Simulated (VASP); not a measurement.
Set up this calculation in VASP 6.6.1, as the native input.

```
Task                   : single point
Functional             : r2SCAN
Potentials or basis    : VASP PAW PBE potentials, release 64 (W_sv)
Cutoff                 : 520 eV
k mesh                 : 18 × 18 × 18
Occupations            : gaussian, width 0.1 eV
Spin                   : no spin polarisation
Dipole correction      : no
Further INCAR settings : ALGO = Normal; EDIFF = 1e-06; NBANDS = 13
```

The system is W.

```xyz
1
Lattice="-1.5519 1.5519 1.5519 1.5519 -1.5519 1.5519 1.5519 1.5519 -1.5519" Properties=species:S:1:pos:R:3 pbc="T T T"
W     0.0000    0.0000    0.0000
```

This cell differs from its parent crystal: volume scaled by 0.94.

The input as run:

POSCAR

```
W
1.0
   -1.5518803885      1.5518803885      1.5518803885
    1.5518803885     -1.5518803885      1.5518803885
    1.5518803885      1.5518803885     -1.5518803885
W
1
Direct
    0.0000000000      0.0000000000      0.0000000000
```

INCAR.step1

```
SYSTEM = W
PREC     = Accurate       ! precision mode
ENCUT    = 520            ! plane-wave cutoff, eV
ISMEAR   = 0              ! smearing method
SIGMA    = 0.1            ! smearing width, eV
LREAL    = .False.        ! projectors in reciprocal space
LASPH    = .True.         ! aspherical terms in the spheres
NELM     = 60             ! most SCF steps
NBANDS   = 13             ! bands
GGA      = PE             ! functional
ALGO     = Normal         ! electronic algorithm
EDIFF    = 1E-4           ! SCF threshold, eV
LWAVE    = .True.         ! write WAVECAR
LCHARG   = .False.        ! write CHGCAR
```

INCAR.step2

```
SYSTEM = W
PREC     = Accurate       ! precision mode
ENCUT    = 520            ! plane-wave cutoff, eV
EDIFF    = 1E-6           ! SCF threshold, eV
ISMEAR   = 0              ! smearing method
SIGMA    = 0.1            ! smearing width, eV
LREAL    = .False.        ! projectors in reciprocal space
LASPH    = .True.         ! aspherical terms in the spheres
NELM     = 60             ! most SCF steps
ALGO     = Normal         ! electronic algorithm
ISIF     = 2              ! what is computed and relaxed
LWAVE    = .False.        ! write WAVECAR
LCHARG   = .False.        ! write CHGCAR
METAGGA  = R2SCAN         ! meta-GGA
LMIXTAU  = .True.       
NBANDS   = 13             ! bands
ISTART   = 1
```

KPOINTS

```
Automatic mesh
0
Gamma
  18 18 18
  0 0 0
```

Potentials or basis: VASP PAW PBE potentials, release 64 (W_sv).

The run is started by

```console
$ cat potpaw_PBE.64/W_sv/POTCAR > POTCAR
$ cp INCAR.step1 INCAR
$ mpirun -np 1 vasp_std > vasp.out
$ cp INCAR.step2 INCAR
$ mpirun -np 1 vasp_std > vasp.out
```

Results of the run:

```
Pressure               : 24.2 GPa
Band gap on the k mesh : zero (band 7 reaches 17.94 eV, above the bottom of band 8 at 10.77 eV)
```

Caveat: the PAW data sets were made with another functional, which shifts forces and pressure a little; spin-orbit coupling is left out, which moves the levels of the heavy elements.

Run time: 48 s on 1 thread of Intel(R) Xeon(R) 6975P-C (Granite Rapids), on a shared host, peak memory 0.15 GiB.
